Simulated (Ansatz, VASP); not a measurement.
## Two plane-wave programs on Cu

File INCAR:

```
PREC = Accurate
ENCUT = 520
EDIFF = 1E-6
ISMEAR = 0
SIGMA = 0.15
LREAL = F
LASPH = T
NELM = 60
ALGO = Normal
ISIF = 2
LWAVE = F
LCHARG = T
LELF = T
LVHAR = T
NBANDS = 12
```

File KPOINTS:

```
Automatic mesh
0
Gamma
  22 22 22
```

File POSCAR:

```
Cu
1.0
   -1.4809000000      1.4809000000      1.3410790181
    1.4809000000     -1.4809000000      1.3410790181
    1.4809000000      1.4809000000     -1.3410790181
Cu
1
Direct
    0.0000000000      0.0000000000      0.0000000000
```

Input for Ansatz:

```yaml
crystal:
  lattice:
    - [-1.4809, 1.4809, 1.3410790181]
    - [1.4809, -1.4809, 1.3410790181]
    - [1.4809, 1.4809, -1.3410790181]
  atoms:
    - { symbol: Cu, position: [0.0, 0.0, 0.0] }
basis:
  ecutwfc: 520.0
kpoints:
  mp_grid: { grid: [22, 22, 22] }
hamiltonian:
  xc: lda
  pseudopotentials: { kind: paw, azcp: { folder: soft_1 } }
scf:
  occupations: { method: gaussian, width: 0.15 }
output:
  forces: true
  stress: true
  eigenvalues: true
```

Alike in both runs: task single point; functional LDA; k mesh 22 × 22 × 22; occupations gaussian, width 0.15 eV; no spin polarisation.

```csv
,VASP,Ansatz
version,VASP 6.6.1,Ansatz 0.2.0
potentials or method,"VASP PAW LDA potentials, release 64 (Cu), cutoff 520 eV","scalar-relativistic, plane waves, PAW"
valence electrons in the cell,11,19
```

|  | VASP | Ansatz | Ansatz less VASP |
| --- | --- | --- | --- |
| gap on the k mesh at the Fermi level (eV) | none | none | - |
| pressure (GPa) | -10.4 | -11.2 | -0.82 |
| traceless stress, the component that is largest in VASP (GPa) | 0.30 | 0.26 | -0.041 |

Ansatz warns that its potentials were made for another functional, while VASP's fit it. LDA's correlation is that of Perdew and Zunger in VASP and of Perdew and Wang (1992) in Ansatz. A gap of «none» marks a metal or a gap that the smearing closes. VASP's potentials hold 11 valence electrons a cell and Ansatz's 19, so a difference there can come from the potentials and not from the codes.
